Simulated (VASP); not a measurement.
# KTe2Cl: relaxation of cell and atoms with PBE

The system is KTe2Cl.

```
CELL_PARAMETERS angstrom
5.54321 0.00000 0.00000
-2.77160 4.80056 0.00000
0.00000 0.00000 5.08806
ATOMIC_POSITIONS crystal
K 0.00000 0.00000 0.50000
Te 0.33333 0.66667 0.50000
Te 0.66667 0.33333 0.50000
Cl 0.00000 0.00000 0.00000
```

| Property | Result |
| --- | --- |
| Program | VASP 6.6.1 |
| Task | relaxation of cell and atoms |
| Functional | PBE |
| Potentials or basis | VASP PAW PBE potentials, release 64 (K_sv, Te, Cl) |
| Cutoff | 600 eV |
| k mesh | 6 × 6 × 4 |
| Occupations | gaussian, width 0.1 eV |
| Spin | no spin polarisation |
| Dipole correction | no |
| Further INCAR settings | ALGO = Normal; EDIFF = 1e-06; IBRION = 2; EDIFFG = -0.04; NSW = 90; ISIF = 3 |

```yaml
Relaxed_volume: 41.73 Å³/atom
Relaxed_cell: a = 5.778 Å, b = 5.778 Å, c = 5.774 Å, α = 90.00°, β = 90.00°, γ = 120.00°
Space_group_after_relaxing_to_0.05_Å: P6/mmm (No. 191)
Energy_gained_by_relaxing: 143.8 meV/atom
Ionic_steps: 5
Pressure_after_relaxing: 0.0 GPa
Band_gap_on_the_k_mesh: zero (band 14 reaches 0.84 eV, above the bottom of band 15 at -0.10 eV)
```

Step by step:
| step | energy change (eV) | largest force (eV/Å) | pressure (GPa) | volume (Å³) |
| --- | --- | --- | --- | --- |
| 1 | 0.0000 | 0.0000 | 5.63 | 135.40 |
| 2 | -0.5569 | 0.0000 | 0.71 | 159.81 |
| 3 | -0.5726 | 0.0000 | 0.25 | 164.01 |
| 4 | -0.5640 | 0.0000 | -0.49 | 172.59 |
| 5 | -0.5751 | 0.0000 | -0.03 | 166.92 |

Final structure:
```
K Te Cl
1.0
     5.77760    0.00000    0.00000
    -2.88880    5.00355    0.00000
     0.00000    0.00000    5.77410
K Te Cl
1 2 1
Direct
  0.00000 0.00000 0.50000
  0.33333 0.66667 0.50000
  0.66667 0.33333 0.50000
  0.00000 0.00000 0.00000
```

Levels at points of the mesh, in eV from the Fermi level:
```tsv
k point	band 10	band 11	band 12	band 13	band 14	band 15	band 16	band 17	band 18
(0.00, 0.00, 0.00)	-1.62	-0.67	-0.67	-0.38	0.56	0.64	0.64	5.01	6.69
(0.50, 0.00, 0.00)	-0.94	-0.79	-0.67	-0.50	-0.14	0.44	1.05	5.75	5.77
(0.00, 0.00, 0.50)	-1.61	-1.25	-0.62	-0.62	0.42	0.46	0.46	6.69	6.69
(0.50, 0.00, 0.50)	-1.59	-1.04	-0.66	-0.44	-0.06	0.41	1.07	5.89	6.22
```

It took 3.4 min on 1 thread of Intel(R) Xeon(R) Platinum 8488C (Sapphire Rapids) (shared host), peak memory 0.35 GiB.

Caveat: the volume moved by over 15 % at a fixed basis, so the end points are rough; spin-orbit coupling is left out, which moves the levels of the heavy elements.
